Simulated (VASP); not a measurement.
## Si: single point with PBE+D3(BJ)

The system is Si, a slab with vacuum.

```xyz
4
Lattice="3.8475 0.0000 0.0000 -1.9238 3.3321 0.0000 0.0000 0.0000 18.4416" Properties=species:S:1:pos:R:3 pbc="T T T"
Si    0.0000    2.2214    4.9708
Si    1.9238    1.1107    4.5000
Si    5.7713   -1.1107    9.7416
Si    3.8475    0.0000    9.2708
```

```
Program             : VASP 6.6.1
Task                : single point
Functional          : PBE
Dispersion          : D3(BJ)
Potentials or basis : VASP PAW PBE potentials, release 64 (Si)
Cutoff              : 520 eV
k mesh              : 9 × 9 × 1
Occupations         : gaussian, width 0.1 eV
Spin                : no spin polarisation
```

```yaml
Largest_force: 0.121 eV/Å
Band_gap_on_the_k_mesh: 0.03 eV, direct
Dispersion_energy_per_atom: -0.231 eV
```

Forces in eV/Å, atoms in the order of the input:
```
Si   0.000  0.000  0.121
Si   0.000  0.000  0.038
Si   0.000  0.000 -0.060
Si   0.000  0.000 -0.100
```

Levels at points of the mesh, in eV from the valence-band top:
```
           k point  band 5  band 6  band 7  band 8  band 9  band 10  band 11  band 12
(0.00, 0.00, 0.00)   -1.17   -1.17   -1.15   -1.15    2.05     2.10     2.23     3.05
```

Wall time 110 s on 1 thread of Intel Xeon 6975P-C, on a shared host, peak memory 0.35 GiB.
